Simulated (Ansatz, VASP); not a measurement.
# BP in VASP and in Ansatz

```xyz
2
Lattice="0.0000 2.2602 2.2602 2.2602 0.0000 2.2602 2.2602 2.2602 0.0000" Properties=species:S:1:pos:R:3 pbc="T T T"
B     0.0000    0.0000    0.0000
P     3.3902    3.3902    3.3902
```

Alike in both runs: task single point; functional LDA; k mesh 8 × 8 × 8; occupations gaussian, width 0.05 eV; no spin polarisation.

```csv
,VASP,Ansatz
version,VASP 6.6.1,Ansatz 0.2.0
potentials or method,"VASP PAW LDA potentials, release 64 (B, P), cutoff 520 eV","scalar-relativistic, plane waves, PAW"
valence electrons in the cell,8,8
```

Ansatz gave:

- gap on the k mesh at the Fermi level (eV): 1.20
- least direct gap on the mesh (eV): 3.39
- pressure (GPa): -3.3

Problem. Estimate VASP's values.

Solution. gap on the k mesh at the Fermi level (eV): 1.20; least direct gap on the mesh (eV): 3.40; pressure (GPa): -3.4.

LDA's correlation is that of Perdew and Zunger in VASP and of Perdew and Wang (1992) in Ansatz.
